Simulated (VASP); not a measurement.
# Ag3TeS (R3) in VASP: single point with PBE

Aim: the single point of Ag3TeS with PBE.

All numbers are computed with VASP 6.6.1; they aren't measurements. Logs are shortened: lines on timing, memory, paths and dates and some standing lists are left out, and cuts for length are marked.

**1. The cell of the first run**

Symmetry: R3, No. 146, trigonal system. Conventional cell: a = 6.654 Å, b = 6.654 Å, c = 8.149 Å, α = 90.00°, β = 90.00°, γ = 120.00°. Ag (site symmetry 1) has 2 S at 2.35 to 2.53 Å and 2 Te at 2.96 to 3.07 Å and 4 Ag at 3.01 to 3.02 Å within 3.1 Å. Te (site symmetry 3) has 12 Ag at 2.96 to 3.72 Å and 4 S at 3.78 to 3.99 Å within 4.0 Å. S (site symmetry 3) has 6 Ag at 2.35 to 2.53 Å within 3.1 Å.

**2. Single point, PBE**

Input file POSCAR:

```
Ag3TeS
1.0
    4.7050860000      0.0000000000      0.0000000000
    0.0000000000      4.7050860000      0.0000000000
    0.0000000000      0.0000000000      4.7050860000
Ag Te S
3 1 1
Direct
    0.5150000000      0.3990000000      0.0160000000
    0.0160000000      0.5150000000      0.3990000000
    0.3990000000      0.0160000000      0.5150000000
    0.0000000000      0.0000000000      0.0000000000
    0.5360000000      0.5360000000      0.5360000000
```

Input file INCAR.step1:

```
  ALGO = Normal
  EDIFF = 1E-6
  ENCUT = 520
  GGA = PE
  ISIF = 2
  ISMEAR = -1
  LASPH = T
  LCHARG = T
  LMAXMIX = 4
  LREAL = F
  LWAVE = F
  NBANDS = 30
  NELM = 80
  PREC = Accurate
  SIGMA = 0.0138
```

Input file KPOINTS.step1:

```
k-points
0
Gamma
  7 7 7
```

Input file INCAR.step2:

```
  ALGO = Normal
  EDIFF = 1E-6
  ENCUT = 520
  GGA = PE
  ICHARG = 11
  ISIF = 2
  ISMEAR = -5
  LASPH = T
  LCHARG = F
  LMAXMIX = 4
  LORBIT = 11
  LREAL = F
  LWAVE = F
  NEDOS = 2001
  NELM = 80
  PREC = Accurate
  SIGMA = 0.0138
```

Input file KPOINTS.step2:

```
k-points
0
Gamma
  11 11 11
```

Potentials or basis: VASP PAW PBE potentials, release 64 (Ag, Te, S).

On the command line:

```bash
$ cat potpaw_PBE.64/Ag/POTCAR potpaw_PBE.64/Te/POTCAR potpaw_PBE.64/S/POTCAR > POTCAR
$ cp INCAR.step1 INCAR
$ cp KPOINTS.step1 KPOINTS
$ mpirun -np 1 vasp_std > vasp.out
$ cp INCAR.step2 INCAR
$ cp KPOINTS.step2 KPOINTS
$ mpirun -np 1 vasp_std > vasp.out
```

OUTCAR:

```text
EDIFF = 1E-6
   ENCUT = 520
   GGA = PE
   ICHARG = 11
   ISIF = 2
   ISMEAR = -5
   LASPH = T
   LORBIT = 11
   LREAL = F
   NELM = 80
   PREC = Accurate

 ion  position               nearest neighbor table
   1  0.515  0.399  0.016-   5 2.35   5 2.53   4 2.96   2 3.01   3 3.01   2 3.02   3 3.02   4 3.07
                             4 3.63
   2  0.016  0.515  0.399-   5 2.35   5 2.53   4 2.96   1 3.01   3 3.01   3 3.02   1 3.02   4 3.07
                             4 3.63
   3  0.399  0.016  0.515-   5 2.35   5 2.53   4 2.96   1 3.01   2 3.01   1 3.02   2 3.02   4 3.07
                             4 3.63
   4  0.000  0.000  0.000-   1 2.96   2 2.96   3 2.96   1 3.07   2 3.07   3 3.07   1 3.63   2 3.63
                             3 3.63
   5  0.536  0.536  0.536-   1 2.35   2 2.35   3 2.35   1 2.53   3 2.53   2 2.53

  LATTYP: Found a simple cubic cell.
 ALAT       =     4.7050860000

  Lattice vectors:

 A1 = (   4.7050860000,   0.0000000000,   0.0000000000)
 A2 = (   0.0000000000,   4.7050860000,   0.0000000000)
 A3 = (   0.0000000000,   0.0000000000,   4.7050860000)

Analysis of symmetry for initial positions (statically):
=====================================================================
 Subroutine PRICEL returns:
 Original cell was already a primitive cell.

 Routine SETGRP: Setting up the symmetry group for a
 simple cubic supercell.

 Subroutine GETGRP returns: Found  3 space group operations
 (whereof  3 operations were pure point group operations)
 out of a pool of 48 trial point group operations.

The static configuration has the point symmetry C_3 .

Analysis of symmetry for dynamics (positions and initial velocities):
=====================================================================
 Subroutine PRICEL returns:
 Original cell was already a primitive cell.

 Routine SETGRP: Setting up the symmetry group for a
 simple cubic supercell.

 Subroutine GETGRP returns: Found  3 space group operations
 (whereof  3 operations were pure point group operations)
 out of a pool of 48 trial point group operations.

The dynamic configuration has the point symmetry C_3 .

 Subroutine INISYM returns: Found  3 space group operations
 (whereof  3 operations are pure point group operations),
 and found     1 'primitive' translations

----------------------------------------------------------------------------------------

                                     Primitive cell
[... 109 lines left out ...]
   PSTRESS=    0.0 pullay stress
   NELECT =      45.0000    total number of electrons
   NUPDOWN=      -1.0000    fix difference up-down
   EMIN   =  10.00;   EMAX   =-10.00  energy-range for DOS
   EFERMI =   0.00;   METHOD = LEGACY
   ISMEAR =    -5;   SIGMA  =   0.01  broadening in eV -4-tet -1-fermi 0-gaus
   EFERMI_NEDOS =   21; number of points for ismear=-14 and -15
   IALGO  =     38    algorithm
   IMIX   =      4    mixing-type and parameters
     AMIX     =   0.40;   BMIX     =  1.00
     AMIX_MAG =   1.60;   BMIX_MAG =  1.00
  volume/ion in A,a.u.               =      20.83       140.58
  Fermi-wavevector in a.u.,A,eV,Ry     =   1.237594  2.338713 20.839204  1.531638
  Thomas-Fermi vector in A             =   2.372154
   LORBIT       =     11    0 simple, 1 ext, 2 COOP (PROOUT), +10 PAW based schemes
   GGA     = PE    functional components
   LHFCALC =     F    Hartree Fock is set to
   AEXX    =    0.0000 exact exchange contribution
   IVDW    =     0    specifies the selected vdW correction
   LEPSILON=     F    determine dielectric tensor
   LRPA    =     F    only Hartree local field effects (RPA)
 non-spin polarized calculation
 Fermi weights with tetrahedron method with Bloechl corrections
  energy-cutoff  :      520.00
  volume of cell :      104.16
 maximum number of plane-waves:      2836

 number of electron      45.0000009 magnetization

 Free energy of the ion-electron system (eV)
  ---------------------------------------------------
  ext. energy  EPLUGINS =         0.00000000
  ---------------------------------------------------
  free energy    TOTEN  =       -14.74094652 eV

  energy without entropy =      -14.74094652  energy(sigma->0) =      -14.74094652

 E-fermi :   6.8080     XC(G=0): -10.7477

 val. band max:        6.8179993474   @ k =  -0.2727  -0.1818   0.0909
 cond. band min:       6.7822178525   @ k =   0.0000   0.2727   0.4545
 fundamental gap:     -0.0357814948
 Fermi energy:         6.8080413042

 k-point     1 :       0.0000    0.0000    0.0000
  band No.  band energies     occupation
      1      -7.3794      2.00000
      2      -4.0459      2.00000
      3       1.0849      2.00000
      4       1.0876      2.00000
      5       1.0876      2.00000
      6       2.0617      2.00000
[... 709 lines left out ...]
     26      10.9853      0.00000
     27      11.2184      0.00000

 [... further k-points ...]

------------------------ aborting loop because EDIFF is reached ----------------------------------------

  FORCE on cell =-STRESS in cart. coord.  units (eV):
  Direction    XX          YY          ZZ          XY          YZ          ZX
  --------------------------------------------------------------------------------------
  -------------------------------------------------------------------------------------
  Total        4.8945918      4.8945918      4.8945918     -0.3010890     -0.3010890     -0.3010890
  in kB       75.2877582     75.2877582     75.2877582     -4.6312985     -4.6312985     -4.6312985
  external PRESSURE =      75.2877582 kB  Pullay stress =       0.0000000 kB

 VOLUME and BASIS-vectors are now :
 -----------------------------------------------------------------------------
  energy-cutoff  :      520.00
  volume of cell :      104.16
      direct lattice vectors                 reciprocal lattice vectors
     4.705086000  0.000000000  0.000000000     0.212535966  0.000000000  0.000000000
     0.000000000  4.705086000  0.000000000     0.000000000  0.212535966  0.000000000
     0.000000000  0.000000000  4.705086000     0.000000000  0.000000000  0.212535966

 POSITION                                       TOTAL-FORCE (eV/Angst)
 -----------------------------------------------------------------------------------
      2.42312      1.87733      0.07528        -0.040600     -0.486669      0.639749
      0.07528      2.42312      1.87733         0.639749     -0.040600     -0.486669
      1.87733      0.07528      2.42312        -0.486669      0.639749     -0.040600
      0.00000      0.00000      0.00000         0.008015      0.008015      0.008015
      2.52193      2.52193      2.52193        -0.120495     -0.120495     -0.120495
 -----------------------------------------------------------------------------------
    total drift:                                0.000243      0.000243      0.000245

  FREE ENERGIE OF THE ION-ELECTRON SYSTEM (eV)
  ---------------------------------------------------
  free  energy   TOTEN  =       -14.7409465193 eV

  energy  without entropy=      -14.7409465193  energy(sigma->0) =      -14.74094652

 total charge

# of ion       s       p       d       tot
------------------------------------------
    1        0.361   0.304   9.214   9.879
    2        0.361   0.304   9.214   9.879
    3        0.361   0.304   9.214   9.879
    4        1.394   1.907   0.029   3.331
    5        1.338   2.362   0.000   3.699
--------------------------------------------------
tot          3.815   5.180  27.670  36.666
```

It took 5.8 min on 1 thread of Intel Xeon Platinum 8259CL at 2.50GHz (Skylake/Cascade Lake), shared host; peak memory 0.65 GiB.

Results:

- Valence electrons inside the program's atomic spheres: Ag 9.88; Te 3.33; S 3.70

Caveat: spin-orbit coupling is left out, which moves the levels of the heavy elements.
